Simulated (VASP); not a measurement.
# Sn in VASP: notebook, part 2 of 2

VASP 6.6.1. The steps go on from the part before.

### 3 Relaxation of cell and atoms, r2SCAN

This run uses another cell than the first one, of 28.50 Å³/atom, 0.768 times its volume.

Contents of POSCAR:

```
Sn
1.0
    3.0544030747      0.0000000000      0.0000000000
    0.0000000000      3.0544030747      0.0000000000
    0.0000000000      0.0000000000      3.0544030747
Sn
1
Direct
    0.0000000000      0.0000000000      0.0000000000
```

Contents of INCAR.step1:

```
SYSTEM = Sn
ALGO     = Normal         ! electronic algorithm
EDIFF    = 1E-4           ! SCF threshold, eV
ENCUT    = 600            ! plane-wave cutoff, eV
GGA      = PE             ! functional
ISMEAR   = 0              ! smearing method
LASPH    = .True.         ! aspherical terms in the spheres
LCHARG   = .False.        ! write CHGCAR
LREAL    = .False.        ! projectors in reciprocal space
LWAVE    = .True.         ! write WAVECAR
NELM     = 100            ! most SCF steps
PREC     = Accurate       ! precision mode
SIGMA    = 0.1            ! smearing width, eV
```

Contents of INCAR.step2:

```
SYSTEM = Sn
ALGO     = Normal         ! electronic algorithm
EDIFF    = 1E-6           ! SCF threshold, eV
EDIFFG   = -0.01          ! ionic threshold
ENCUT    = 600            ! plane-wave cutoff, eV
IBRION   = 2              ! ionic algorithm
ISIF     = 3              ! what is computed and relaxed
ISMEAR   = 0              ! smearing method
ISTART   = 1            
LASPH    = .True.         ! aspherical terms in the spheres
LCHARG   = .False.        ! write CHGCAR
LMIXTAU  = .True.       
LREAL    = .False.        ! projectors in reciprocal space
LWAVE    = .False.        ! write WAVECAR
METAGGA  = R2SCAN         ! meta-GGA
NELM     = 100            ! most SCF steps
NSW      = 100            ! ionic steps
PREC     = Accurate       ! precision mode
SIGMA    = 0.1            ! smearing width, eV
```

Contents of KPOINTS:

```
k-points
0
Gamma
  18 18 18
  0 0 0
```

Potentials or basis: VASP PAW PBE potentials, release 64 (Sn_d).

Run with:

```sh
$ cat potpaw_PBE.64/Sn_d/POTCAR > POTCAR
$ cp INCAR.step1 INCAR
$ mpirun -np 1 vasp_std > vasp.out
$ cp INCAR.step2 INCAR
$ mpirun -np 1 vasp_std > vasp.out
```

OUTCAR:

```text
SYSTEM = Sn
   EDIFF = 1E-6
   EDIFFG = -0.01
   ENCUT = 600
   IBRION = 2
   ISIF = 3
   ISMEAR = 0
   ISTART = 1
   LASPH = .True.
   LREAL = .False.
   METAGGA = R2SCAN
   NELM = 100
   NSW = 100
   PREC = Accurate

 ion  position               nearest neighbor table
   1  0.000  0.000  0.000-

  LATTYP: Found a simple cubic cell.
 ALAT       =     3.0544030747

  Lattice vectors:

 A1 = (   3.0544030747,   0.0000000000,   0.0000000000)
 A2 = (   0.0000000000,   3.0544030747,   0.0000000000)
 A3 = (   0.0000000000,   0.0000000000,   3.0544030747)

Analysis of symmetry for initial positions (statically):
=====================================================================
 Subroutine PRICEL returns:
 Original cell was already a primitive cell.

 Routine SETGRP: Setting up the symmetry group for a
 simple cubic supercell.

 Subroutine GETGRP returns: Found 48 space group operations
 (whereof 48 operations were pure point group operations)
 out of a pool of 48 trial point group operations.

The static configuration has the point symmetry O_h .
[... 168 lines left out ...]
  band No.  band energies     occupation
      1     -15.0811      2.00000
      2     -15.0811      2.00000
      3     -14.6436      2.00000
      4     -14.6436      2.00000
      5     -14.6436      2.00000
      6      -4.1155      2.00000
      7      12.9259      0.00000
      8      12.9259      0.00000
      9      12.9259      0.00000
     10      16.2967      0.00000
     11      16.2967      0.00000
[... 309 lines left out ...]
 k-point    24 :       0.3333    0.1111    0.0000
  band No.  band energies     occupation
      1     -15.0363      2.00000
      2     -14.8104      2.00000
      3     -14.7459      2.00000
      4     -14.7272      2.00000
      5     -14.6497      2.00000
      6      -2.0550      2.00000
      7       4.9891      2.00000
      8      12.4787      0.00000
      9      14.9567      0.00000
     10      18.3441      0.00000
     11      19.0879      0.00000

 [... further k-points ...]

------------------------ aborting loop because EDIFF is reached ----------------------------------------

  FORCE on cell =-STRESS in cart. coord.  units (eV):
  Direction    XX          YY          ZZ          XY          YZ          ZX
  --------------------------------------------------------------------------------------
  -------------------------------------------------------------------------------------
  Total        0.0005231      0.0005231      0.0005231      0.0000000      0.0000000     -0.0000000
  in kB        0.0294130      0.0294130      0.0294130      0.0000000      0.0000000     -0.0000000
  external PRESSURE =       0.0294130 kB  Pullay stress =       0.0000000 kB

 VOLUME and BASIS-vectors are now :
 -----------------------------------------------------------------------------
  energy-cutoff  :      600.00
  volume of cell :       28.50
      direct lattice vectors                 reciprocal lattice vectors
     3.054403075  0.000000000  0.000000000     0.327396213  0.000000000  0.000000000
     0.000000000  3.054403075  0.000000000     0.000000000  0.327396213  0.000000000
     0.000000000  0.000000000  3.054403075     0.000000000  0.000000000  0.327396213

 POSITION                                       TOTAL-FORCE (eV/Angst)
 -----------------------------------------------------------------------------------
      0.00000      0.00000      0.00000         0.000000      0.000000      0.000000
 -----------------------------------------------------------------------------------
    total drift:                                0.000000      0.000000      0.000000

  FREE ENERGIE OF THE ION-ELECTRON SYSTEM (eV)
  ---------------------------------------------------
  free  energy   TOTEN  =       -24.6104005278 eV

  energy  without entropy=      -24.6082871105  energy(sigma->0) =      -24.60934382

 reached required accuracy - stopping structural energy minimisation
```

OUTCAR.step1:

```text
SYSTEM = Sn
   EDIFF = 1E-4
   ENCUT = 600
   GGA = PE
   ISMEAR = 0
   LASPH = .True.
[... 553 lines left out ...]
 -----------------------------------------------------------------------------------
      0.00000      0.00000      0.00000         0.000000      0.000000      0.000000
 -----------------------------------------------------------------------------------
    total drift:                                0.000000     -0.000000      0.000000

  FREE ENERGIE OF THE ION-ELECTRON SYSTEM (eV)
  ---------------------------------------------------
  free  energy   TOTEN  =        -3.7714959767 eV

  energy  without entropy=       -3.7693811350  energy(sigma->0) =       -3.77043856
```

Run time: 76 s. Hardware: 1 thread of Intel Xeon Platinum 8488C (Sapphire Rapids), shared host; peak memory 0.21 GiB.

Results:

- Free energy: -24.6104 eV
- Pressure after relaxing: 0.0 GPa
- Band gap on the k mesh: zero (band 7 reaches 12.93 eV, above the bottom of band 8 at 4.86 eV)

Final structure:
```
CELL_PARAMETERS angstrom
3.05440 0.00000 0.00000
0.00000 3.05440 0.00000
0.00000 0.00000 3.05440
ATOMIC_POSITIONS crystal
Sn 0.00000 0.00000 0.00000
```

Levels at points of the mesh, in eV from the Fermi level:
```tsv
k point	band 5	band 6	band 7	band 8	band 9	band 10
(0.00, 0.00, 0.00)	-21.85	-11.32	5.72	5.72	5.72	9.09
(0.50, 0.00, 0.00)	-21.84	-8.06	-4.86	8.49	8.49	12.00
(0.50, 0.50, 0.00)	-21.72	-4.52	-2.35	-2.35	3.20	11.57
(0.50, 0.50, 0.50)	-21.71	-0.33	0.11	0.11	0.11	6.26
```

Caveat: the relaxation stopped at its first step, so nothing moved; the PAW data sets were made with another functional, which shifts forces and pressure a little; spin-orbit coupling is left out, which moves the levels of the heavy elements.

### 4 Single point, r2SCAN

This run uses another cell than the first one, of 28.49 Å³/atom, 0.768 times its volume.

Contents of POSCAR:

```
Sn
1.0
    2.1591998902      1.2466146378      1.7643453345
   -2.1591998902      1.2466146378      1.7643453345
    0.0000000000     -2.4932292757      1.7643453344
Sn
1
Direct
    0.5000000000      0.5000000000      0.5000000000
```

Contents of INCAR.step1:

```
ALGO     = Normal         # electronic algorithm
EDIFF    = 1E-5           # SCF threshold, eV
ENCUT    = 550            # plane-wave cutoff, eV
GGA      = PE             # functional
GGA_COMPAT= False        
ISMEAR   = 0              # smearing method
LASPH    = True           # aspherical terms in the spheres
LCHARG   = False          # write CHGCAR
LREAL    = False          # projectors in reciprocal space
LWAVE    = True           # write WAVECAR
NBANDS   = 13             # bands
NELM     = 120            # most SCF steps
PREC     = Accurate       # precision mode
SIGMA    = 0.1            # smearing width, eV
```

Contents of INCAR.step2:

```
ALGO     = Normal         # electronic algorithm
EDIFF    = 1E-6           # SCF threshold, eV
ENCUT    = 550            # plane-wave cutoff, eV
GGA_COMPAT= False        
ISIF     = 2              # what is computed and relaxed
ISMEAR   = 0              # smearing method
ISTART   = 1            
LASPH    = True           # aspherical terms in the spheres
LCHARG   = False          # write CHGCAR
LMIXTAU  = True         
LREAL    = False          # projectors in reciprocal space
LWAVE    = False          # write WAVECAR
METAGGA  = R2SCAN         # meta-GGA
NBANDS   = 13             # bands
NELM     = 120            # most SCF steps
PREC     = Accurate       # precision mode
SIGMA    = 0.1            # smearing width, eV
```

Contents of KPOINTS:

```
k-points
0
Gamma
  18 18 18
```

Run with:

```sh
$ cat potpaw_PBE.64/Sn_d/POTCAR > POTCAR
$ cp INCAR.step1 INCAR
$ mpirun -np 1 vasp_std > vasp.out
$ cp INCAR.step2 INCAR
$ mpirun -np 1 vasp_std > vasp.out
```

Run time: 7 min. Hardware: 1 thread of Intel Xeon 8259CL, shared host; peak memory 0.32 GiB.

The run converged. Its results:

- Free energy: -24.6096 eV
- Pressure: 0.0 GPa
- Band gap on the k mesh: zero (band 7 reaches 12.93 eV, above the bottom of band 8 at 4.86 eV)

Levels at points of the mesh, in eV from the Fermi level:
| k point | band 5 | band 6 | band 7 | band 8 | band 9 | band 10 |
| --- | --- | --- | --- | --- | --- | --- |
| (0.00, 0.00, 0.00) | -21.85 | -11.32 | 5.72 | 5.72 | 5.72 | 9.09 |
| (0.50, 0.00, 0.00) | -21.84 | -8.06 | -4.86 | 8.49 | 8.49 | 12.00 |
| (0.50, 0.50, 0.00) | -21.72 | -4.52 | -2.35 | -2.34 | 3.20 | 11.57 |
| (0.50, 0.50, 0.50) | -21.71 | -0.33 | 0.10 | 0.11 | 0.11 | 6.25 |

Caveat: the PAW data sets were made with another functional, which shifts forces and pressure a little; spin-orbit coupling is left out, which moves the levels of the heavy elements.

### 5 The runs side by side

| task | cell | k mesh | cutoff (eV) | gap on the mesh (eV) | pressure (GPa) |
| --- | --- | --- | --- | --- | --- |
| single point | a = 3.336 Å, 1 atom | 6 × 6 × 6 | 520 | none | -7.6 |
| relaxation of cell and atoms | relaxed from a = 3.054 Å, 1 atom | 18 × 18 × 18 | 600 | none | 0.0 |
| single point | a = 3.054 Å, 1 atom | 18 × 18 × 18 | 550 | none | 0.0 |

Alike in all rows: level r2SCAN; potentials or basis VASP PAW PBE potentials, release 64 (Sn_d); no spin polarisation; smearing gaussian 0.1 eV.

Caveats: the PAW data sets were made with another functional, which shifts forces and pressure a little; spin-orbit coupling is left out, which moves the levels of the heavy elements; the relaxation stopped at its first step, so nothing moved (some runs).

Absolute energies hang on the potentials; compare differences alone.
